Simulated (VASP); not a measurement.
# Ir (P6_3/mmc) in VASP: notebook, part 2 of 3

VASP 6.6.1.

## Step 5: Single point, LDA

This run uses another cell than the first one, of 14.97 Å³/atom, 1.012 times its volume.

INCAR reads:

```
PREC     = Accurate       # precision mode
ENCUT    = 500            # plane-wave cutoff, eV
EDIFF    = 1E-6           # SCF threshold, eV
ISMEAR   = 0              # smearing method
SIGMA    = 0.15           # smearing width, eV
LREAL    = F              # projectors in reciprocal space
LASPH    = T              # aspherical terms in the spheres
NELM     = 120            # most SCF steps
ALGO     = Normal         # electronic algorithm
ISIF     = 2              # what is computed and relaxed
LWAVE    = F              # write WAVECAR
LCHARG   = F              # write CHGCAR
NBANDS   = 16             # bands
GGA_COMPAT= F
```

KPOINTS reads:

```
Automatic mesh
0
Gamma
  18 18 10
```

POSCAR reads:

```
Ir
1.0
    2.8315000000      0.0000000000      0.0000000000
   -1.4157500000      2.4521509308      0.0000000000
    0.0000000000      0.0000000000      4.3131000000
Ir
2
Direct
    0.6666666667      0.3333333333      0.7500000000
    0.3333333333      0.6666666667      0.2500000000
```

Potentials or basis: VASP PAW LDA potentials, release 64 (Ir).

Launch:

```
cat potpaw_LDA.64/Ir/POTCAR > POTCAR
mpirun -np 1 vasp_std > vasp.out
```

OUTCAR:

```text
PREC = Accurate
   ENCUT = 500
   EDIFF = 1E-6
   ISMEAR = 0
   LREAL = F
   LASPH = T
   NELM = 120
   ISIF = 2

 ion  position               nearest neighbor table
   1  0.667  0.333  0.750-   2 2.71   2 2.71   2 2.71   2 2.71   2 2.71   2 2.71
   2  0.333  0.667  0.250-   1 2.71   1 2.71   1 2.71   1 2.71   1 2.71   1 2.71

  LATTYP: Found a hexagonal cell.
 ALAT       =     2.8315000000
 C/A-ratio  =     1.5232562246

  Lattice vectors:

 A1 = (   2.8315000000,   0.0000000000,   0.0000000000)
 A2 = (  -1.4157500000,   2.4521509308,   0.0000000000)
 A3 = (   0.0000000000,   0.0000000000,   4.3131000000)

Analysis of symmetry for initial positions (statically):
=====================================================================
 Subroutine PRICEL returns:
 Original cell was already a primitive cell.

 Routine SETGRP: Setting up the symmetry group for a
 hexagonal supercell.

 Subroutine GETGRP returns: Found 24 space group operations
 (whereof 12 operations were pure point group operations)
 out of a pool of 24 trial point group operations.

The static configuration has the point symmetry D_3d.
 The point group associated with its full space group is D_6h.

Analysis of symmetry for dynamics (positions and initial velocities):
=====================================================================
 Subroutine PRICEL returns:
 Original cell was already a primitive cell.

 Routine SETGRP: Setting up the symmetry group for a
 hexagonal supercell.

 Subroutine GETGRP returns: Found 24 space group operations
 (whereof 12 operations were pure point group operations)
 out of a pool of 24 trial point group operations.

The dynamic configuration has the point symmetry D_3d.
 The point group associated with its full space group is D_6h.

 Subroutine INISYM returns: Found 24 space group operations
 (whereof 12 operations are pure point group operations),
 and found     1 'primitive' translations
[... 112 lines left out ...]
   IALGO  =     38    algorithm
   IMIX   =      4    mixing-type and parameters
     AMIX     =   0.40;   BMIX     =  1.00
     AMIX_MAG =   1.60;   BMIX_MAG =  1.00
  volume/ion in A,a.u.               =      14.97       101.05
  Fermi-wavevector in a.u.,A,eV,Ry     =   1.381597  2.610839 25.970923  1.908809
  Thomas-Fermi vector in A             =   2.506366
   LORBIT       =      0    0 simple, 1 ext, 2 COOP (PROOUT), +10 PAW based schemes
   GGA     = CA    functional components
   LHFCALC =     F    Hartree Fock is set to
   AEXX    =    0.0000 exact exchange contribution
   IVDW    =     0    specifies the selected vdW correction
   LEPSILON=     F    determine dielectric tensor
   LRPA    =     F    only Hartree local field effects (RPA)
 non-spin polarized calculation
 Gauss-broadening in eV      SIGMA  =   0.15
  energy-cutoff  :      500.00
  volume of cell :       29.95
 maximum number of plane-waves:       774
 NGX is ok and might be reduce to    24
   NGX = 11   NGY = 11   NGZ = 15

 number of electron      18.0000001 magnetization

 Free energy of the ion-electron system (eV)
  ---------------------------------------------------
  ext. energy  EPLUGINS =         0.00000000
  ---------------------------------------------------
  free energy    TOTEN  =       -20.29398776 eV

  energy without entropy =      -20.25868535  energy(sigma->0) =      -20.27633656

 E-fermi :   9.4962     XC(G=0): -13.8076

 val. band max:        9.4852907225   @ k =   0.1667   0.1667   0.5000
 cond. band min:       9.5046273725   @ k =   0.3889   0.0000   0.4000
 fundamental gap:      0.0193366501
 Fermi energy:         9.4962448144

 k-point     1 :       0.0000    0.0000    0.0000
  band No.  band energies     occupation
      1      -1.1704      2.00000
      2       1.9470      2.00000
      3       5.8661      2.00000
      4       5.8661      2.00000
      5       6.3892      2.00000
      6       6.6101      2.00000
[... 433 lines left out ...]
      3       3.1673      2.00000
      4       5.2159      2.00000
      5       5.4933      2.00000
      6       6.3913      2.00000
[... 8 lines left out ...]
     15      20.1669      0.00000
     16      22.2480      0.00000

 [... further k-points ...]

------------------------ aborting loop because EDIFF is reached ----------------------------------------

  FORCE on cell =-STRESS in cart. coord.  units (eV):
  Direction    XX          YY          ZZ          XY          YZ          ZX
  --------------------------------------------------------------------------------------
  -------------------------------------------------------------------------------------
  Total       -4.9701677     -4.9701677     -1.8505368      0.0000000      0.0000000     -0.0000000
  in kB     -265.9061186   -265.9061186    -99.0045212      0.0000000      0.0000000     -0.0000000
  external PRESSURE =    -210.2722528 kB  Pullay stress =       0.0000000 kB

 VOLUME and BASIS-vectors are now :
 -----------------------------------------------------------------------------
  energy-cutoff  :      500.00
  volume of cell :       29.95
      direct lattice vectors                 reciprocal lattice vectors
     2.831500000  0.000000000  0.000000000     0.353169698  0.203902620  0.000000000
    -1.415750000  2.452150931  0.000000000     0.000000000  0.407805240  0.000000000
     0.000000000  0.000000000  4.313100000     0.000000000  0.000000000  0.231851800

 POSITION                                       TOTAL-FORCE (eV/Angst)
 -----------------------------------------------------------------------------------
      1.41575      0.81738      3.23483         0.000000      0.000000      0.000000
     -0.00000      1.63477      1.07828        -0.000000     -0.000000      0.000000
 -----------------------------------------------------------------------------------
    total drift:                                0.000000     -0.000000     -0.000000

  FREE ENERGIE OF THE ION-ELECTRON SYSTEM (eV)
  ---------------------------------------------------
  free  energy   TOTEN  =       -20.2939877619 eV

  energy  without entropy=      -20.2586853524  energy(sigma->0) =      -20.27633656
```

OSZICAR:

```text
N       E                     dE             d eps       ncg     rms          rms(c)
DAV:   1     0.137901528470E+03    0.13790E+03   -0.81556E+03  7112   0.109E+03
DAV:   2    -0.176790916117E+02   -0.15558E+03   -0.13996E+03  7104   0.305E+02
DAV:   3    -0.214919663698E+02   -0.38129E+01   -0.37485E+01  9816   0.565E+01
DAV:   4    -0.215357852136E+02   -0.43819E-01   -0.43742E-01  7968   0.517E+00
DAV:   5    -0.215370915698E+02   -0.13064E-02   -0.13063E-02 10000   0.920E-01    0.197E+01
DAV:   6    -0.204679434008E+02    0.10691E+01   -0.14654E+00  8968   0.157E+01    0.758E+00
DAV:   7    -0.203072951338E+02    0.16065E+00   -0.33921E-01  9784   0.696E+00    0.215E+00
DAV:   8    -0.202984331946E+02    0.88619E-02   -0.53785E-03  8264   0.686E-01    0.114E+00
DAV:   9    -0.202939962336E+02    0.44370E-02   -0.38774E-03  9376   0.832E-01    0.399E-02
DAV:  10    -0.202939929504E+02    0.32832E-05   -0.32017E-05 10664   0.535E-02    0.364E-02
DAV:  11    -0.202939877732E+02    0.51772E-05   -0.40681E-06  9352   0.213E-02    0.250E-03
DAV:  12    -0.202939877619E+02    0.11333E-07   -0.84570E-08  6080   0.279E-03
   1 F= -.20293988E+02 E0= -.20276337E+02  d E =-.353024E-01
```

stdout:

```text
POSCAR found type information on POSCAR Ir
 POSCAR found :  1 types and       2 ions
 scaLAPACK will be used
 LDA part: xc-table for (Slater(with rela. corr.)+CA(PZ))
 , standard interpolation
 POSCAR, INCAR and KPOINTS ok, starting setup
 FFT: planning ... GRIDC
 FFT: planning ... GRID_SOFT
 FFT: planning ... GRID
 WAVECAR not read
 entering main loop
```

It took 83 s on 1 thread of Intel Xeon Platinum 8259CL at 2.50GHz (Skylake/Cascade Lake), shared host; peak memory 0.2 GiB.

Results:

- Free energy: -20.2940 eV
- Pressure: -21.0 GPa
- Band gap on the k mesh: zero (band 9 reaches 10.23 eV, above the bottom of band 10 at 7.30 eV)

Stress tensor (GPa, compression positive):
```
-26.59   0.00   0.00
  0.00 -26.59   0.00
  0.00   0.00  -9.90
```

Caveat: spin-orbit coupling is left out, which moves the levels of the heavy elements.

[end of part 2 of 3]
